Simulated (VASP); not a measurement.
Tb4WO, 6 atoms in the cell. The structure is trigonal, space group R-3m (No. 166). The conventional cell has a = 5.487 Å, b = 5.487 Å, c = 16.669 Å, α = 90.00°, β = 90.00°, γ = 120.00°. Tb (site symmetry 3m) has 1 O at 2.09 Å within 2.8 Å. Within 3.9 Å of Tb (site symmetry 3m) lie 1 W at 2.79 Å and 3 O at 3.17 Å and 10 Tb at 3.17 to 3.80 Å. Within 3.7 Å of W (site symmetry -3m) lie 8 Tb at 2.79 to 3.24 Å. Within 2.8 Å of O (site symmetry -3m) lie 2 Tb at 2.09 Å. The cell was generated, and may not be a known phase.

- Program: VASP 6.6.1
- Task: single point
- Functional: PBE
- Potentials or basis: VASP PAW PBE potentials, release 64 (Tb_3, W_sv, O), 4f in core
- Cutoff: 600 eV
- k mesh: 6 × 6 × 6
- Occupations: gaussian, width 0.1 eV
- Spin: no spin polarisation
- Dipole correction: no
- Further INCAR settings: ALGO = Normal; EDIFF = 1e-06; NBANDS = 37

Potentials or basis: VASP PAW PBE potentials, release 64 (Tb_3, W_sv, O), 4f in core.

Command:

```bash
$ cat potpaw_PBE.64/Tb_3/POTCAR potpaw_PBE.64/W_sv/POTCAR potpaw_PBE.64/O/POTCAR > POTCAR
$ mpirun -np 1 vasp_std > vasp.out
```

Hardware: 1 thread of AMD EPYC 7R43 64-Core Processor (Zen 3), on a shared host.

**Question.** How long does it take, and how much memory?

**Answer.** Wall time 10 min on 1 thread of AMD EPYC 7R43 64-Core Processor (Zen 3), on a shared host, peak memory 0.45 GiB. Counts: scf iterations 16, k points 32.
